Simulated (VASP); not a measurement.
## Ta2C: single point with r2SCAN

Ta2C:

```
Ta C
1.0
    -3.11016    0.00000    0.00000
    -1.55508   -2.69348    0.00000
     0.00000    0.00000   10.38460
Ta C
4 2
Direct
  0.33333 0.33333 0.83457
  0.33333 0.33333 0.35864
  0.66667 0.66667 0.11729
  0.66667 0.66667 0.59321
  0.00000 0.00000 0.71389
  0.00000 0.00000 0.23796
```

This cell differs from its parent crystal: the distance across one plane changed.

| Item | Value |
| --- | --- |
| Program | VASP 6.6.1 |
| Task | single point |
| Functional | r2SCAN |
| Potentials or basis | VASP PAW PBE potentials, release 64 (Ta_pv, C) |
| Cutoff | 520 eV |
| k mesh | 17 × 17 × 5 |
| Occupations | gaussian, width 0.15 eV |
| Spin | no spin polarisation |

```yaml
Pressure: -5.6 GPa
Largest_force: 1.682 eV/Å
Band_gap_on_the_k_mesh: zero (bands 26 and 27 overlap by 0.31 eV)
```

Forces in eV/Å, atoms in the order of the input:
```
Ta   0.000  0.000  1.682
Ta   0.000  0.000 -0.423
Ta   0.000  0.000 -1.682
Ta   0.000  0.000  0.423
C    0.000  0.000  0.265
C    0.000  0.000 -0.265
```

Stress tensor (GPa, compression positive):
```
 -2.17   0.00   0.00
  0.00  -2.17   0.00
  0.00   0.00 -12.43
```

Levels at points of the mesh, in eV from the Fermi level:
| k point | band 24 | band 25 | band 26 | band 27 | band 28 | band 29 |
| --- | --- | --- | --- | --- | --- | --- |
| (0.00, 0.00, 0.00) | -0.27 | -0.11 | -0.11 | 0.45 | 0.45 | 1.35 |

It took 9.1 min on 1 thread of Intel(R) Xeon(R) 6975P-C (Granite Rapids) (shared host), peak memory 0.46 GiB.

Caveat: the cell differs from its parent crystal (the distance across one plane changed); the stress differs along the axes, from -12 to -2 GPa; the PAW data sets were made with another functional, which shifts forces and pressure a little; spin-orbit coupling is left out, which moves the levels of the heavy elements.
